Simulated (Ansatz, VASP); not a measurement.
BiTe: VASP beside Ansatz

```
Bi Te
1.0
     2.42271    1.39875    3.31729
    -2.42271    1.39875    3.31729
     0.00000   -2.79750    3.31729
Bi Te
1 1
Cartesian
  0.0000 0.0000 4.9759
  0.0000 0.0000 0.0000
```

Alike in both runs: functional LDA; k mesh 7 × 7 × 7; occupations fermi-dirac, width 0.05 eV; no spin polarisation.

|  | VASP | Ansatz |
| --- | --- | --- |
| version | VASP 6.6.1 | Ansatz 0.2.0 |
| potentials or method | VASP PAW LDA potentials, release 64 (Bi_d, Te), cutoff 520 eV | all-electron LAPW, scalar-relativistic |
| task | single point | band structure |

|  | VASP | Ansatz | Ansatz less VASP |
| --- | --- | --- | --- |
| gap on the k mesh at the Fermi level (eV) | none | none | - |
| pressure (GPa) | -3.4 | -3.4 | -0.03 |
| traceless stress, the component that is largest in VASP (GPa) | 0.33 | 0.36 | +0.024 |

LDA's correlation is that of Perdew and Zunger in VASP and of Perdew and Wang (1992) in Ansatz. A gap of «none» marks a metal or a gap that the smearing closes. Ansatz ran all-electron here, and VASP with PAW potentials.

Spin-orbit coupling is off throughout.
